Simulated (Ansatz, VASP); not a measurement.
**One calculation of BeS, two programs**

```
CELL_PARAMETERS angstrom
2.94139 0.00000 0.00000
0.00000 2.94139 0.00000
0.00000 0.00000 2.94139
ATOMIC_POSITIONS crystal
Be 0.00000 0.00000 0.00000
S 0.50000 0.50000 0.50000
```

Alike in both runs: task single point; functional PBE; k mesh 6 × 6 × 6; occupations fermi-dirac, width 0.02 eV; no spin polarisation.

|  | VASP | Ansatz |
| --- | --- | --- |
| version | VASP 6.6.1 | Ansatz 0.2.0 |
| potentials or method | VASP PAW PBE potentials, release 64 (Be, S) | plane waves |
| plane-wave cutoff (eV) | 600 | 420 |
| valence electrons in the cell | 8 | 8 |

Ansatz gave:

```
pressure (GPa) : -2.2
```

Q: Estimate VASP's values.

A: Pressure (GPa): -2.3.
